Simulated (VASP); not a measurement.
# Ti in VASP: notebook

The runs below take Ti through single point, with PBEsol.

Program: VASP 6.6.1. These are calculated values, not measurements. Logs are shortened: lines on timing, memory, paths and dates and some standing lists are left out, and cuts for length are marked.

## Step 1: The cell of the first run

The cell holds a slab with vacuum, 5 atoms: a = 2.900 Å, b = 2.900 Å, c = 24.182 Å, α = 90.00°, β = 90.00°, γ = 120.00°.

## Step 2: Single point, PBEsol

File INCAR:

```
SYSTEM = Ti
  PREC = Accurate
  ENCUT = 520
  EDIFF = 1E-6
  ISMEAR = 0
  SIGMA = 0.1
  LREAL = .FALSE.
  LASPH = .TRUE.
  NELM = 60
  ALGO = Fast
  ISIF = 2
  LWAVE = .FALSE.
  LCHARG = .FALSE.
  LDIPOL = .TRUE.
  IDIPOL = 3
  DIPOL = 0.5 0.5 0.500
  GGA = PS
  NBANDS = 38
```

File KPOINTS:

```
Automatic mesh
0
G
  12 12 1
  0 0 0
```

File POSCAR:

```
Ti
1.0
    2.9004352002      0.0000000000      0.0000000000
   -1.4502176001      2.5118505654      0.0000000000
    0.0000000000      0.0000000000     24.1819808939
Ti
5
Direct
    0.6666666667      0.3333333333      0.3101482890
    0.3333333333      0.6666666667      0.4050741445
    0.6666666667      0.3333333333      0.5000000000
    0.3333333333      0.6666666667      0.5949258555
    0.6666666667      0.3333333333      0.6898517110
```

Potentials or basis: VASP PAW PBE potentials, release 64 (Ti_sv).

Launch:

```bash
> cat potpaw_PBE.64/Ti_sv/POTCAR > POTCAR
> mpirun -np 1 vasp_std > vasp.out
```

OUTCAR:

```text
SYSTEM = Ti
   PREC = Accurate
   ENCUT = 520
   EDIFF = 1E-6
   ISMEAR = 0
   LREAL = .FALSE.
   LASPH = .TRUE.
   NELM = 60
   ISIF = 2
   GGA = PS

 ion  position               nearest neighbor table
   1  0.667  0.333  0.310-   2 2.84   2 2.84   2 2.84
   2  0.333  0.667  0.405-   1 2.84   3 2.84   1 2.84   3 2.84   1 2.84   3 2.84
   3  0.667  0.333  0.500-   2 2.84   4 2.84   2 2.84   4 2.84   2 2.84   4 2.84
   4  0.333  0.667  0.595-   3 2.84   5 2.84   3 2.84   5 2.84   3 2.84   5 2.84
   5  0.667  0.333  0.690-   4 2.84   4 2.84   4 2.84

  LATTYP: Found a hexagonal cell.
 ALAT       =     2.9004352002
 C/A-ratio  =     8.3373629213

  Lattice vectors:

 A1 = (   2.9004352002,   0.0000000000,   0.0000000000)
 A2 = (  -1.4502176001,   2.5118505654,   0.0000000000)
 A3 = (   0.0000000000,   0.0000000000,  24.1819808939)

Analysis of symmetry for initial positions (statically):
=====================================================================
 Subroutine PRICEL returns:
 Original cell was already a primitive cell.

 Routine SETGRP: Setting up the symmetry group for a
 hexagonal supercell.

 Subroutine GETGRP returns: Found 12 space group operations
 (whereof 12 operations were pure point group operations)
 out of a pool of 24 trial point group operations.

The static configuration has the point symmetry D_3h.

Analysis of symmetry for dynamics (positions and initial velocities):
=====================================================================
 Subroutine PRICEL returns:
 Original cell was already a primitive cell.

 Routine SETGRP: Setting up the symmetry group for a
 hexagonal supercell.

 Subroutine GETGRP returns: Found 12 space group operations
 (whereof 12 operations were pure point group operations)
 out of a pool of 24 trial point group operations.

The dynamic configuration has the point symmetry D_3h.

 Subroutine INISYM returns: Found 12 space group operations
 (whereof 12 operations are pure point group operations),
 and found     1 'primitive' translations

----------------------------------------------------------------------------------------

                                     Primitive cell

  volume of cell :     176.1768

  direct lattice vectors                    reciprocal lattice vectors
[... 91 lines left out ...]
   IBRION =     -1    ionic relax: 0-MD 1-quasi-New 2-CG
   NFREE  =      0    steps in history (QN), initial steepest desc. (CG)
   ISIF   =      2    stress and relaxation
   ISYM   =      2    0-nonsym 1-usesym 2-fastsym
   POTIM  = 0.5000    time-step for ionic-motion
   TEBEG  =    0.0;   TEEND  =   0.0 temperature during run
   PSTRESS=    0.0 pullay stress
   NELECT =      60.0000    total number of electrons
   NUPDOWN=      -1.0000    fix difference up-down
   EMIN   =  10.00;   EMAX   =-10.00  energy-range for DOS
   EFERMI =   0.00;   METHOD = LEGACY
   ISMEAR =     0;   SIGMA  =   0.10  broadening in eV -4-tet -1-fermi 0-gaus
   EFERMI_NEDOS =   21; number of points for ismear=-14 and -15
   IALGO  =     68    algorithm
   IMIX   =      4    mixing-type and parameters
     AMIX     =   0.40;   BMIX     =  1.00
     AMIX_MAG =   1.60;   BMIX_MAG =  1.00
  volume/ion in A,a.u.               =      35.24       237.78
  Fermi-wavevector in a.u.,A,eV,Ry     =   1.143253  2.160435 17.783184  1.307027
  Thomas-Fermi vector in A             =   2.279949
   LORBIT       =      0    0 simple, 1 ext, 2 COOP (PROOUT), +10 PAW based schemes
   GGA     = PS    functional components
   LHFCALC =     F    Hartree Fock is set to
   AEXX    =    0.0000 exact exchange contribution
   IVDW    =     0    specifies the selected vdW correction
   LEPSILON=     F    determine dielectric tensor
   LRPA    =     F    only Hartree local field effects (RPA)
 non-spin polarized calculation
 RMM-DIIS sequential band-by-band and
 Gauss-broadening in eV      SIGMA  =   0.10
  energy-cutoff  :      520.00
  volume of cell :      176.18
 maximum number of plane-waves:      4841
 NGX is ok and might be reduce to    24

 number of electron      59.9999991 magnetization

 dipolmoment           0.000000      0.000000     -0.000000 electrons x Angstroem

 Free energy of the ion-electron system (eV)
  ---------------------------------------------------
  ext. energy  EPLUGINS =         0.00000000
  ---------------------------------------------------
  free energy    TOTEN  =       -39.65010560 eV

  energy without entropy =      -39.59953855  energy(sigma->0) =      -39.62482208

 E-fermi :   1.8158     XC(G=0):  -6.4790

 val. band max:        1.8149650049   @ k =   0.3333   0.3333   0.0000
 cond. band min:       1.8229420336   @ k =   0.3333   0.0000   0.0000
 fundamental gap:      0.0079770287
 Fermi energy:         1.8157650356

 k-point     1 :       0.0000    0.0000    0.0000
  band No.  band energies     occupation
      1     -54.8604      2.00000
      2     -54.8600      2.00000
      3     -54.6817      2.00000
      4     -54.6330      2.00000
      5     -54.5667      2.00000
      6     -31.4530      2.00000
[... 768 lines left out ...]
     37       3.3879      0.00000
     38       3.4916      0.00000

------------------------ aborting loop because EDIFF is reached ----------------------------------------

 vacuum level on the upper side and lower side of the slab       (xc-potential included)        -0.008        -0.008

  FORCE on cell =-STRESS in cart. coord.  units (eV):
  Direction    XX          YY          ZZ          XY          YZ          ZX
  --------------------------------------------------------------------------------------
  -------------------------------------------------------------------------------------
  Total       -1.9522074     -1.9522074     -2.4460534     -0.0000000     -0.0000000      0.0000000
  in kB      -17.7536516    -17.7536516    -22.2447573     -0.0000000     -0.0000000      0.0000000
  external PRESSURE =     -19.2506868 kB  Pullay stress =       0.0000000 kB

 VOLUME and BASIS-vectors are now :
 -----------------------------------------------------------------------------
  energy-cutoff  :      520.00
  volume of cell :      176.18
      direct lattice vectors                 reciprocal lattice vectors
     2.900435200  0.000000000  0.000000000     0.344775846  0.199056428  0.000000000
    -1.450217600  2.511850565  0.000000000     0.000000000  0.398112855  0.000000000
     0.000000000  0.000000000 24.181980894     0.000000000  0.000000000  0.041353105

 POSITION                                       TOTAL-FORCE (eV/Angst)
 -----------------------------------------------------------------------------------
      1.45022      0.83728      7.50000        -0.000000     -0.000000      0.602081
     -0.00000      1.67457      9.79550         0.000000      0.000000     -0.700591
      1.45022      0.83728     12.09099         0.000000     -0.000000     -0.000000
     -0.00000      1.67457     14.38649         0.000000      0.000000      0.700591
      1.45022      0.83728     16.68198        -0.000000     -0.000000     -0.602081
 -----------------------------------------------------------------------------------
    total drift:                               -0.000000      0.000000     -0.000000

  FREE ENERGIE OF THE ION-ELECTRON SYSTEM (eV)
  ---------------------------------------------------
  free  energy   TOTEN  =       -39.6501056010 eV

  energy  without entropy=      -39.5995385513  energy(sigma->0) =      -39.62482208

 vacuum level on the upper side and lower side of the slab         6.432         6.432
```

OSZICAR:

```text
N       E                     dE             d eps       ncg     rms          rms(c)
DAV:   1     0.768636005118E+03    0.76864E+03   -0.33059E+04  1596   0.171E+03
DAV:   2     0.598589776365E+02   -0.70878E+03   -0.69633E+03  1492   0.537E+02
DAV:   3    -0.285430971729E+02   -0.88402E+02   -0.85799E+02  2464   0.166E+02
[... 49 lines left out ...]
RMM:  53    -0.396501027201E+02   -0.11389E-05   -0.14837E-05  1478   0.132E-02    0.166E-02
RMM:  54    -0.396501036674E+02   -0.94731E-06   -0.13375E-05  1476   0.127E-02    0.166E-02
RMM:  55    -0.396501045339E+02   -0.86647E-06   -0.11203E-05  1394   0.119E-02    0.168E-02
RMM:  56    -0.396501049678E+02   -0.43397E-06   -0.10525E-05  1605   0.117E-02    0.161E-02
RMM:  57    -0.396501056010E+02   -0.63315E-06   -0.86082E-06  1376   0.108E-02
   1 F= -.39650106E+02 E0= -.39624822E+02  d E =-.505670E-01
```

stdout:

```text
POSCAR found type information on POSCAR Ti
 POSCAR found :  1 types and       5 ions
 scaLAPACK will be used
 -----------------------------------------------------------------------------
|                                                                             |
|                                                                             |
|     You enforced a specific xc type in the INCAR file but a different       |
|     I HOPE YOU KNOW WHAT YOU ARE DOING!                                     |
|                                                                             |
 -----------------------------------------------------------------------------

 LDA part: xc-table for (Slater+PW92), standard interpolation
 POSCAR, INCAR and KPOINTS ok, starting setup
 FFT: planning ... GRIDC
 FFT: planning ... GRID_SOFT
 FFT: planning ... GRID
 WAVECAR not read
 entering main loop
WARNING in EDDRMM: call to ZHEGV failed, returncode =   8  4     13
WARNING in EDDRMM: call to ZHEGV failed, returncode =   8  4     11
WARNING in EDDRMM: call to ZHEGV failed, returncode =   6  3     38
WARNING in EDDRMM: call to ZHEGV failed, returncode =   8  4     22
WARNING in EDDRMM: call to ZHEGV failed, returncode =   6  3     20
WARNING in EDDRMM: call to ZHEGV failed, returncode =   8  4     23
WARNING in EDDRMM: call to ZHEGV failed, returncode =   6  3      7
```

Wall time 5.2 min (1 thread of Intel Xeon 6975P-C (Granite Rapids), shared host); peak memory 0.34 GiB.

Results:

```
Free energy            : -39.6501 eV
Largest force          : 0.701 eV/Å
Band gap on the k mesh : zero (band 30 reaches 2.50 eV, above the bottom of band 31 at 1.46 eV)
```

Forces in eV/Å, atoms in the order of the input:
```
Ti   0.000  0.000  0.602
Ti   0.000  0.000 -0.701
Ti   0.000  0.000  0.000
Ti   0.000  0.000  0.701
Ti   0.000  0.000 -0.602
```

Caveat: the PAW data sets were made with another functional, which shifts forces and pressure a little.

## Step 3: Single point, PBEsol

This run uses another cell than the first one: it holds 7 atoms, not 5.

File INCAR:

```
PREC = Accurate
ENCUT = 520
EDIFF = 1E-7
ISMEAR = 0
SIGMA = 0.1
LREAL = False
LASPH = True
NELM = 80
ALGO = Normal
ISIF = 2
LWAVE = False
LCHARG = False
LDIPOL = True
IDIPOL = 3
DIPOL = 0.5 0.5 0.500
GGA = PS
NBANDS = 51
```

File KPOINTS:

```
Automatic mesh
0
Gamma
  6 6 1
```

File POSCAR:

```
Ti
1.0
    2.9004352002      0.0000000000      0.0000000000
   -1.4502176001      2.5118505654      0.0000000000
    0.0000000000      0.0000000000     28.7729713409
Ti
7
Direct
    0.6666666667      0.3333333333      0.2606612960
    0.3333333333      0.6666666667      0.3404408640
    0.6666666667      0.3333333333      0.4202204320
    0.3333333333      0.6666666667      0.5000000000
    0.6666666667      0.3333333333      0.5797795680
    0.3333333333      0.6666666667      0.6595591360
    0.6666666667      0.3333333333      0.7393387040
```

Potentials or basis: VASP PAW PBE potentials, release 64 (Ti_sv).

Launch:

```bash
> cat potpaw_PBE.64/Ti_sv/POTCAR > POTCAR
> mpirun -np 1 vasp_std > vasp.out
```

Wall time 1.8 min (1 thread of Intel Xeon 6975P-C (Granite Rapids), shared host); peak memory 0.35 GiB.

The run converged. Its results:

| Property | Result |
| --- | --- |
| Free energy | -56.2829 eV |
| Largest force | 0.599 eV/Å |
| Band gap on the k mesh | zero (band 42 reaches 3.53 eV, above the bottom of band 43 at 2.53 eV) |

Forces in eV/Å, atoms in the order of the input:
```
Ti   0.000  0.000  0.487
Ti   0.000  0.000 -0.599
Ti   0.000  0.000  0.106
Ti   0.000  0.000  0.000
Ti   0.000  0.000 -0.106
Ti   0.000  0.000  0.599
Ti   0.000  0.000 -0.487
```

Levels at points of the mesh, in eV from the Fermi level:
| k point | band 39 | band 40 | band 41 | band 42 | band 43 | band 44 |
| --- | --- | --- | --- | --- | --- | --- |
| (0.00, 0.00, 0.00) | 0.28 | 0.49 | 0.63 | 0.63 | 0.64 | 0.66 |
| (0.50, 0.00, 0.00) | -0.97 | -0.92 | -0.77 | 0.18 | 0.33 | 0.56 |

Caveat: the k points lie up to 0.42 Å⁻¹ apart; the PAW data sets were made with another functional, which shifts forces and pressure a little.
